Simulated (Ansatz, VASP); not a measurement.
# One calculation of Os2C3, two programs

```
CELL_PARAMETERS angstrom
3.30751 0.00000 0.00000
-1.65376 2.86439 0.00000
0.00000 0.00000 5.52486
ATOMIC_POSITIONS crystal
Os 0.33333 0.66667 0.25926
Os 0.66667 0.33333 0.74074
C 0.00000 0.00000 0.00000
C 0.33333 0.66667 0.63243
C 0.66667 0.33333 0.36757
```

Alike in both runs: functional PBE; k mesh 6 × 6 × 4; occupations gaussian, width 0.1 eV; no spin polarisation.

Ansatz relaxed the structure, and its values are those at the end. VASP's run is a single point on that final structure, the one shown.

|  | VASP | Ansatz |
| --- | --- | --- |
| version | VASP 6.6.1 | Ansatz 0.2.0 |
| potentials or method | VASP PAW PBE potentials, release 64 (Os, C), cutoff 520 eV | scalar-relativistic, plane waves, PAW |
| valence electrons in the cell | 28 | 44 |

VASP gave:

| Quantity | Value |
| --- | --- |
| gap on the k mesh at the Fermi level (eV) | none |
| pressure (GPa) | 2.7 |
| rms of the force components (eV/Å) | 0.084 |

Question: Which values does Ansatz return?

Answer: gap on the k mesh at the Fermi level (eV): none; pressure (GPa): -0.1; rms of the force components (eV/Å): 0.001.

A gap of «none» marks a metal or a gap that the smearing closes. The functional is the same, so the differences come from potentials, cutoffs and numerics. VASP's potentials hold 28 valence electrons a cell and Ansatz's 44, so a difference there can come from the potentials and not from the codes.

The k mesh is coarse, so the values compare programs but aren't converged. Neither program's run includes spin-orbit coupling.
